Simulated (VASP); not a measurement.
The system is Si4IrPt.

```
CELL_PARAMETERS angstrom
4.64858 0.00000 0.00000
-2.32429 4.02579 0.00000
0.00000 0.00000 8.74594
ATOMIC_POSITIONS crystal
Si 0.00000 0.00000 0.79477
Si 0.00000 0.00000 0.20523
Si 0.33333 0.66667 0.50000
Si 0.66667 0.33333 0.50000
Ir 0.00000 0.00000 0.50000
Pt 0.00000 0.00000 0.00000
```

The cell was generated, and may not be a known phase.

```yaml
Program: VASP 6.6.1
Task: relaxation of cell and atoms
Functional: PBE
Potentials_or_basis: VASP PAW PBE potentials, release 64 (Si, Ir, Pt)
Cutoff: 600 eV
k_mesh: 6 × 6 × 2
Occupations: gaussian, width 0.1 eV
Spin: no spin polarisation
```

At the start: pressure 12.8 GPa; volume 27.28 Å³/atom.

**Question.** Where does the relaxation end?

**Answer.** Over 14 steps the energy falls by 1100.3 meV/atom and the volume is 25.59 Å³/atom (-6.2 %); space group P6/mmm (No. 191, to 0.1 Å) before and after.

The path:
```
step  energy change (eV)  largest force (eV/Å)  pressure (GPa)  volume (Å³)
   1              0.0000               19.2826           12.79       163.67
   2             -1.2609                0.9171           -2.31       205.61
   3             -1.2882                0.8913           -2.51       204.92
   4             -1.3216                0.8678           -2.73       204.14
   5             -3.3622                1.9306           -7.00       186.06
   6             -5.6831                1.8878           -7.58       175.42
   7             -6.2732                0.3287           -4.65       169.69
   8             -6.2740                0.1751           -4.85       169.94
   9             -6.2740                0.2509           -4.75       169.81
  10             -6.5757                0.3885            0.42       153.73
  11             -6.5758                0.3962            0.51       153.55
  12             -6.5929                0.2740           -0.02       153.02
  13             -6.5984                0.3051            0.13       153.20
  14             -6.6020                0.0323            0.05       153.51
```

Final structure:
```
Si Ir Pt
1.0
     4.39039    0.00000    0.00000
    -2.19519    3.80219    0.00000
     0.00000    0.00000    9.19632
Si Ir Pt
4 1 1
Direct
  0.00000 0.00000 0.75945
  0.00000 0.00000 0.24054
  0.33333 0.66667 0.50000
  0.66667 0.33333 0.50000
  0.00000 0.00000 0.50000
  0.00000 0.00000 0.00000
```
